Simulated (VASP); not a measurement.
# CoO (P3m1) in VASP: a series of runs

Aim: see how the results for CoO move with the level of theory and the settings. Levels: LDA, LDA+U. Tasks: electric field gradients, single point.

Everything below comes from runs of VASP 6.6.1. Logs are shortened: lines on timing, memory, paths and dates and some standing lists are left out, and cuts for length are marked.

**1. The cell of the first run**

The typed cell holds 4 atoms: a = 3.198 Å, b = 3.198 Å, c = 5.229 Å, α = 90.00°, β = 90.00°, γ = 120.00°.

**2. Electric field gradients, LDA, collinear spin, ferromagnetic start**

INCAR

```
SYSTEM = CoO
ALGO = Normal
EDIFF = 1E-8
ENCUT = 520
GGA = CA
GGA_COMPAT = .False.
ISIF = 2
ISMEAR = 0
ISPIN = 2
LASPH = .True.
LCHARG = .False.
LEFG = .True.
LMAXMIX = 4
LORBIT = 11
LREAL = .False.
LWAVE = .False.
MAGMOM = 2.46 2.46 0.36 0.36
NBANDS = 35
NELM = 200
PREC = Accurate
SIGMA = 0.1
```

KPOINTS

```
k-points
0
Gamma
  10 10 5
  0 0 0
```

POSCAR

```
CoO
1.0
    3.1976457435      0.0000000000      0.0000000000
   -1.5988228718      2.7692424462      0.0000000000
    0.0000000000      0.0000000000      5.2287097100
Co O
2 2
Direct
    0.3333333333      0.6666666667      0.5033624100
    0.0000000000      0.0000000000      0.0034741400
    0.3333333333      0.6666666667      0.8715556000
    0.0000000000      0.0000000000      0.3716088500
```

Potentials or basis: VASP PAW LDA potentials, release 64 (Co_sv, O).

Launch:

```
$ cat potpaw_LDA.64/Co_sv/POTCAR potpaw_LDA.64/O/POTCAR > POTCAR
$ mpirun -np 1 vasp_std > vasp.out
```

OUTCAR:

```text
SYSTEM = CoO
   EDIFF = 1E-8
   ENCUT = 520
   GGA = CA
   ISIF = 2
   ISMEAR = 0
   ISPIN = 2
   LASPH = .True.
   LORBIT = 11
   LREAL = .False.
   NELM = 200
   PREC = Accurate

 ion  position               nearest neighbor table
   1  0.333  0.667  0.503-   3 1.93   4 1.97   4 1.97   4 1.97
   2  0.000  0.000  0.003-   4 1.92   3 1.97   3 1.97   3 1.97
   3  0.333  0.667  0.872-   1 1.93   2 1.97   2 1.97   2 1.97
   4  0.000  0.000  0.372-   2 1.92   1 1.97   1 1.97   1 1.97

  LATTYP: Found a hexagonal cell.
 ALAT       =     3.1976457435
 C/A-ratio  =     1.6351747909

  Lattice vectors:

 A1 = (   3.1976457435,   0.0000000000,   0.0000000000)
 A2 = (  -1.5988228718,   2.7692424462,   0.0000000000)
 A3 = (   0.0000000000,   0.0000000000,   5.2287097100)

Analysis of symmetry for initial positions (statically):
=====================================================================
 Subroutine PRICEL returns:
 Original cell was already a primitive cell.

 Routine SETGRP: Setting up the symmetry group for a
 hexagonal supercell.

 Subroutine GETGRP returns: Found  6 space group operations
 (whereof  6 operations were pure point group operations)
 out of a pool of 24 trial point group operations.

The static configuration has the point symmetry C_3v.

Analysis of symmetry for dynamics (positions and initial velocities):
=====================================================================
 Subroutine PRICEL returns:
 Original cell was already a primitive cell.

 Routine SETGRP: Setting up the symmetry group for a
 hexagonal supercell.

 Subroutine GETGRP returns: Found  6 space group operations
 (whereof  6 operations were pure point group operations)
 out of a pool of 24 trial point group operations.

The dynamic configuration has the point symmetry C_3v.

Analysis of structural, dynamic, and magnetic symmetry:
=====================================================================
 Subroutine PRICEL returns:
 Original cell was already a primitive cell.

 Routine SETGRP: Setting up the symmetry group for a
 hexagonal supercell.

 Subroutine GETGRP returns: Found  6 space group operations
 (whereof  6 operations were pure point group operations)
 out of a pool of 24 trial point group operations.

The overall configuration has the point symmetry C_3v.

 Subroutine INISYM returns: Found  6 space group operations
 (whereof  6 operations are pure point group operations),
 and found     1 'primitive' translations

----------------------------------------------------------------------------------------

                                     Primitive cell

  volume of cell :      46.3005

  direct lattice vectors                    reciprocal lattice vectors
     3.197645743  0.000000000  0.000000000     0.312730077  0.180554794  0.000000000
    -1.598822872  2.769242446  0.000000000     0.000000000  0.361109588  0.000000000
     0.000000000  0.000000000  5.228709710     0.000000000  0.000000000  0.191251773

  length of vectors
     3.197645743  3.197645744  5.228709710     0.361109588  0.361109588  0.191251773

  position of ions in fractional coordinates (direct lattice)
     0.333333333  0.666666667  0.503362410
     0.000000000  0.000000000  0.003474140
     0.333333333  0.666666667  0.871555600
     0.000000000  0.000000000  0.371608850

  ion indices of the primitive-cell ions
   primitive index   ion index
                 1           1
                 2           2
                 3           3
                 4           4

----------------------------------------------------------------------------------------

[... 79 lines left out ...]
   PSTRESS=    0.0 pullay stress
   NELECT =      46.0000    total number of electrons
   NUPDOWN=      -1.0000    fix difference up-down
   EMIN   =  10.00;   EMAX   =-10.00  energy-range for DOS
   EFERMI =   0.00;   METHOD = LEGACY
   ISMEAR =     0;   SIGMA  =   0.10  broadening in eV -4-tet -1-fermi 0-gaus
   EFERMI_NEDOS =   21; number of points for ismear=-14 and -15
   IALGO  =     38    algorithm
   IMIX   =      4    mixing-type and parameters
     AMIX     =   0.40;   BMIX     =  1.00
     AMIX_MAG =   1.60;   BMIX_MAG =  1.00
  volume/ion in A,a.u.               =      11.58        78.11
  Fermi-wavevector in a.u.,A,eV,Ry     =   1.633549  3.086960 36.306905  2.668482
  Thomas-Fermi vector in A             =   2.725335
   LORBIT       =     11    0 simple, 1 ext, 2 COOP (PROOUT), +10 PAW based schemes
   GGA     = CA    functional components
   LHFCALC =     F    Hartree Fock is set to
   AEXX    =    0.0000 exact exchange contribution
   IVDW    =     0    specifies the selected vdW correction
   LEPSILON=     F    determine dielectric tensor
   LRPA    =     F    only Hartree local field effects (RPA)
 spin polarized calculation
 Gauss-broadening in eV      SIGMA  =   0.10
  energy-cutoff  :      520.00
  volume of cell :       46.30
 maximum number of plane-waves:      1269
   NGX = 11   NGY = 11   NGZ = 19

 number of electron      46.0000020 magnetization       5.3674204

 Free energy of the ion-electron system (eV)
  ---------------------------------------------------
  ext. energy  EPLUGINS =         0.00000000
  ---------------------------------------------------
  free energy    TOTEN  =       -29.78526494 eV

  energy without entropy =      -29.75206144  energy(sigma->0) =      -29.76866319

 E-fermi :   6.2859     XC(G=0): -11.9301

 val. band max:        6.2854844160   @ k =  -0.1000   0.4000   0.2000
 cond. band min:       6.2861323848   @ k =   0.3000   0.2000   0.0000
 fundamental gap:      0.0006479688
 Fermi energy:         6.2858861185

 spin component 1

 k-point     1 :       0.0000    0.0000    0.0000
  band No.  band energies     occupation
      1     -89.1080      1.00000
      2     -89.1062      1.00000
      3     -53.0413      1.00000
      4     -53.0173      1.00000
      5     -52.8686      1.00000
      6     -52.8686      1.00000
[... 901 lines left out ...]
     34      20.1548      0.00000
     35      21.6122      0.00000

 [... further k-points ...]

 spin component 2

 k-point     1 :       0.0000    0.0000    0.0000
  band No.  band energies     occupation
      1     -86.5788      1.00000
      2     -86.5770      1.00000
      3     -50.5323      1.00000
      4     -50.5052      1.00000
      5     -50.4533      1.00000
      6     -50.4533      1.00000
[... 901 lines left out ...]
     34      20.6846      0.00000
     35      22.2152      0.00000

 [... further k-points ...]

------------------------ aborting loop because EDIFF is reached ----------------------------------------

  FORCE on cell =-STRESS in cart. coord.  units (eV):
  Direction    XX          YY          ZZ          XY          YZ          ZX
  --------------------------------------------------------------------------------------
  -------------------------------------------------------------------------------------
  Total       -5.5141977     -5.5141977     -4.3962882      0.0000000      0.0000000      0.0000000
  in kB     -190.8126032   -190.8126032   -152.1286050      0.0000000      0.0000000      0.0000000
  external PRESSURE =    -177.9179371 kB  Pullay stress =       0.0000000 kB

 VOLUME and BASIS-vectors are now :
 -----------------------------------------------------------------------------
  energy-cutoff  :      520.00
  volume of cell :       46.30
      direct lattice vectors                 reciprocal lattice vectors
     3.197645743  0.000000000  0.000000000     0.312730077  0.180554794  0.000000000
    -1.598822872  2.769242446  0.000000000     0.000000000  0.361109588  0.000000000
     0.000000000  0.000000000  5.228709710     0.000000000  0.000000000  0.191251773

 POSITION                                       TOTAL-FORCE (eV/Angst)
 -----------------------------------------------------------------------------------
     -0.00000      1.84616      2.63194        -0.000000      0.000000     -0.242582
      0.00000      0.00000      0.01817         0.000000     -0.000000     -0.246656
     -0.00000      1.84616      4.55711        -0.000000     -0.000000      0.244492
      0.00000      0.00000      1.94303         0.000000     -0.000000      0.244747
 -----------------------------------------------------------------------------------
    total drift:                                0.000000     -0.000001     -0.000964

  FREE ENERGIE OF THE ION-ELECTRON SYSTEM (eV)
  ---------------------------------------------------
  free  energy   TOTEN  =       -29.7852649400 eV

  energy  without entropy=      -29.7520614376  energy(sigma->0) =      -29.76866319

 Electric field gradients (V/A^2)
---------------------------------------------------------------------
 ion       V_xx      V_yy      V_zz      V_xy      V_xz      V_yz
---------------------------------------------------------------------
   1      -4.549    -4.561     9.110    -0.011     0.000    -0.000
   2      -4.560    -4.572     9.132    -0.011    -0.000     0.000
   3       1.647     1.645    -3.292    -0.002    -0.000     0.000
   4       1.679     1.676    -3.355    -0.002     0.000    -0.000
---------------------------------------------------------------------

 Electric field gradients after diagonalization (V/A^2)
 (convention: |V_zz| > |V_xx| > |V_yy|)
----------------------------------------------------------------------
 ion       V_xx      V_yy      V_zz     asymmetry (V_yy - V_xx)/ V_zz
----------------------------------------------------------------------
   1      -4.567    -4.543     9.110       0.003
   2      -4.578    -4.553     9.132       0.003
   3       1.649     1.643    -3.292       0.002
   4       1.680     1.675    -3.355       0.002
----------------------------------------------------------------------

           NMR quadrupolar parameters

 Cq : quadrupolar parameter    Cq=e*Q*V_zz/h
 eta: asymmetry parameters     (V_yy - V_xx)/ V_zz
 Q  : nuclear electric quadrupole moment in mb (millibarn)
----------------------------------------------------------------------
 ion       Cq(MHz)       eta       Q (mb)
----------------------------------------------------------------------
   1       0.022       0.003       1.000
   2       0.022       0.003       1.000
   3      -0.008       0.002       1.000
   4      -0.008       0.002       1.000
----------------------------------------------------------------------

 total charge

# of ion       s       p       d       tot
------------------------------------------
    1        2.168   6.082   6.677  14.927
    2        2.168   6.082   6.677  14.927
    3        1.540   3.403   0.000   4.943
    4        1.540   3.403   0.000   4.943
--------------------------------------------------
tot          7.417  18.969  13.355  39.741

 magnetization (x)

# of ion       s       p       d       tot
------------------------------------------
    1        0.009   0.021   2.209   2.239
    2        0.009   0.021   2.210   2.240
    3        0.020   0.270   0.000   0.290
    4        0.020   0.270   0.000   0.290
--------------------------------------------------
tot          0.058   0.582   4.419   5.060
```

Run time: 2 min. Hardware: 1 thread of Intel Xeon 6975P-C (Granite Rapids), shared host; peak memory 0.24 GiB.

What came out:

| Property | Result |
| --- | --- |
| Free energy | -29.7853 eV |
| Pressure | -17.8 GPa |
| Largest force | 0.247 eV/Å |
| Net moment | 5.37 μB per cell |
| Site moments | Co +2.24; O +0.29 μB |
| Largest electric field gradient by atom | Co +9.1; O -3.3, -3.4 V/Å² |
| Valence electrons inside the program's atomic spheres | Co 14.93; O 4.94 |

Forces on the atoms (eV/Å):
```
Co   0.000  0.000 -0.243
Co   0.000  0.000 -0.247
O    0.000  0.000  0.244
O    0.000  0.000  0.245
```

Stress tensor (GPa, compression positive):
```
-19.08   0.00   0.00
  0.00 -19.08   0.00
  0.00   0.00 -15.21
```

Levels at points of the mesh, in eV from the Fermi level:
Spin up:
| k point | band 22 | band 23 | band 24 | band 25 | band 26 | band 27 | band 28 | band 29 | band 30 | band 31 |
| --- | --- | --- | --- | --- | --- | --- | --- | --- | --- | --- |
| (0.00, 0.00, 0.00) | -0.45 | -0.45 | 0.11 | 0.39 | 0.46 | 0.46 | 5.40 | 7.03 | 13.49 | 13.49 |
| (0.50, 0.00, 0.00) | -1.93 | -1.63 | -1.54 | -0.48 | -0.32 | 5.63 | 6.02 | 7.21 | 9.22 | 10.57 |
Spin down:
```
           k point  band 18  band 19  band 20  band 21  band 22  band 23
(0.00, 0.00, 0.00)    -0.68    -0.14    -0.14    -0.12     0.60     1.35
(0.50, 0.00, 0.00)    -0.81    -0.18    -0.05    -0.04     0.00     0.47
```

Electric field gradients, principal values (V/Å²):
```
atom   least  middle  greatest (by size)
1 Co  -4.543  -4.567               9.110
2 Co  -4.553  -4.578               9.132
 3 O   1.643   1.649              -3.292
 4 O   1.675   1.680              -3.355
```

Caveat: the cell stands under tension; without QUAD_EFG the Cq values of the log hold for a quadrupole moment of 1 mb, not for the nuclei; semilocal functionals often make such compounds metallic where correlation or magnetic order opens a gap, which also shifts bond lengths. With open d or f shells a metallic result of LDA can be an artefact of self-interaction; +U or a hybrid may open a gap.

**3. Single point, LDA+U, collinear spin, antiferromagnetic start**

INCAR

```
SYSTEM = CoO
PREC = Accurate
ENCUT = 700
EDIFF = 1E-6
ISMEAR = 0
SIGMA = 0.1
LREAL = .False.
LASPH = .True.
NELM = 200
ALGO = Normal
ISIF = 2
LWAVE = .False.
LCHARG = .False.
ISPIN = 2
MAGMOM = 2 -2 0 0
LORBIT = 11
LMAXMIX = 4
LDAU = .True.
LDAUTYPE = 2
LDAUL = 2 -1
LDAUU = 5.3 0
LDAUJ = 0 0
LDAUPRINT = 1
GGA = CA
NBANDS = 35
GGA_COMPAT = .False.
```

KPOINTS

```
Automatic mesh
0
Gamma
  10 10 5
  0 0 0
```

POSCAR is that of step 2.

Potentials or basis: VASP PAW LDA potentials, release 64 (Co_sv, O).

Launch:

```
$ cat potpaw_LDA.64/Co_sv/POTCAR potpaw_LDA.64/O/POTCAR > POTCAR
$ mpirun -np 1 vasp_std > vasp.out
```

OUTCAR:

```text
SYSTEM = CoO
   PREC = Accurate
   ENCUT = 700
   EDIFF = 1E-6
   ISMEAR = 0
   LREAL = .False.
   LASPH = .True.
   NELM = 200
   ISIF = 2
   ISPIN = 2
   LORBIT = 11
   GGA = CA

 ion  position               nearest neighbor table
   1  0.333  0.667  0.503-   3 1.93   4 1.97   4 1.97   4 1.97
   2  0.000  0.000  0.003-   4 1.92   3 1.97   3 1.97   3 1.97
   3  0.333  0.667  0.872-   1 1.93   2 1.97   2 1.97   2 1.97
   4  0.000  0.000  0.372-   2 1.92   1 1.97   1 1.97   1 1.97

  LATTYP: Found a hexagonal cell.
 ALAT       =     3.1976457435
 C/A-ratio  =     1.6351747909

  Lattice vectors:

 A1 = (   3.1976457435,   0.0000000000,   0.0000000000)
 A2 = (  -1.5988228718,   2.7692424462,   0.0000000000)
 A3 = (   0.0000000000,   0.0000000000,   5.2287097100)

Analysis of symmetry for initial positions (statically):
=====================================================================
 Subroutine PRICEL returns:
 Original cell was already a primitive cell.

 Routine SETGRP: Setting up the symmetry group for a
[... 2100 lines left out ...]
  Direction    XX          YY          ZZ          XY          YZ          ZX
  --------------------------------------------------------------------------------------
  -------------------------------------------------------------------------------------
  Total       -0.8257704     -0.8257704     -0.7810546      0.0000000      0.0000000      0.0000000
  in kB      -28.5748544    -28.5748544    -27.0275155      0.0000000      0.0000000      0.0000000
  external PRESSURE =     -28.0590748 kB  Pullay stress =       0.0000000 kB

 VOLUME and BASIS-vectors are now :
 -----------------------------------------------------------------------------
  energy-cutoff  :      700.00
  volume of cell :       46.30
      direct lattice vectors                 reciprocal lattice vectors
     3.197645743  0.000000000  0.000000000     0.312730077  0.180554794  0.000000000
    -1.598822872  2.769242446  0.000000000     0.000000000  0.361109588  0.000000000
     0.000000000  0.000000000  5.228709710     0.000000000  0.000000000  0.191251773

 POSITION                                       TOTAL-FORCE (eV/Angst)
 -----------------------------------------------------------------------------------
     -0.00000      1.84616      2.63194        -0.000000      0.000000     -0.152266
      0.00000      0.00000      0.01817         0.000000     -0.000000     -0.163486
     -0.00000      1.84616      4.55711         0.000000     -0.000000      0.159175
      0.00000      0.00000      1.94303         0.000000     -0.000000      0.156577
 -----------------------------------------------------------------------------------
    total drift:                                0.000002     -0.000001      0.001733

  FREE ENERGIE OF THE ION-ELECTRON SYSTEM (eV)
  ---------------------------------------------------
  free  energy   TOTEN  =       -24.5341537249 eV

  energy  without entropy=      -24.5341537249  energy(sigma->0) =      -24.53415372

 total charge

# of ion       s       p       d       tot
------------------------------------------
    1        2.178   6.091   6.728  14.997
    2        2.178   6.091   6.728  14.997
    3        1.530   3.479   0.000   5.009
    4        1.530   3.479   0.000   5.009
--------------------------------------------------
tot          7.416  19.141  13.456  40.012

 magnetization (x)

# of ion       s       p       d       tot
------------------------------------------
    1        0.008   0.019   2.562   2.589
    2       -0.008  -0.019  -2.562  -2.589
    3       -0.008  -0.078   0.000  -0.086
    4        0.008   0.078   0.000   0.086
--------------------------------------------------
tot          0.000  -0.000   0.000   0.000
```

OSZICAR:

```text
N       E                     dE             d eps       ncg     rms          rms(c)
DAV:   1     0.836708302538E+03    0.83671E+03   -0.29034E+04 11594   0.422E+03
DAV:   2     0.499248435974E+02   -0.78678E+03   -0.74251E+03 12405   0.114E+03
DAV:   3    -0.226614856233E+02   -0.72586E+02   -0.69947E+02 12687   0.298E+02
[... 11 lines left out ...]
DAV:  15    -0.245341229761E+02   -0.46448E-04   -0.91787E-05 14437   0.122E-01    0.274E-02
DAV:  16    -0.245341342357E+02   -0.11260E-04   -0.20594E-05 12052   0.450E-02    0.200E-02
DAV:  17    -0.245341517034E+02   -0.17468E-04   -0.84469E-05 15337   0.104E-01    0.998E-03
DAV:  18    -0.245341534961E+02   -0.17928E-05   -0.13570E-05 10477   0.426E-02    0.600E-03
DAV:  19    -0.245341537249E+02   -0.22879E-06   -0.25861E-06  8091   0.180E-02
   1 F= -.24534154E+02 E0= -.24534154E+02  d E =-.414900E-13  mag=    -0.0000
```

Wall time 6 min (1 thread of Intel Xeon Platinum 8375C at 2.90GHz (Ice Lake), shared host); peak memory 0.3 GiB.

Results:

```
Free energy                                           : -24.5342 eV
Pressure                                              : -2.8 GPa
Largest force                                         : 0.163 eV/Å
Band gap on the k mesh                                : 1.19 eV (least direct gap 1.29 eV)
Net moment                                            : 0.00 μB per cell
Site moments                                          : Co +2.59, -2.59; O -0.09, +0.09 μB
Valence electrons inside the program's atomic spheres : Co 15.00; O 5.01
```

Forces in eV/Å, atoms in the order of the input:
```
Co   0.000  0.000 -0.152
Co   0.000  0.000 -0.163
O    0.000  0.000  0.159
O    0.000  0.000  0.157
```

Eigenvalues of the final occupation matrices:
```
    site  spin  trace               eigenvalues
site 1 d     1   4.66  0.93 0.93 0.93 0.94 0.94
site 1 d     2   2.09  0.09 0.09 0.10 0.91 0.91
site 2 d     1   2.09  0.09 0.09 0.10 0.91 0.91
site 2 d     2   4.66  0.93 0.93 0.93 0.94 0.94
```
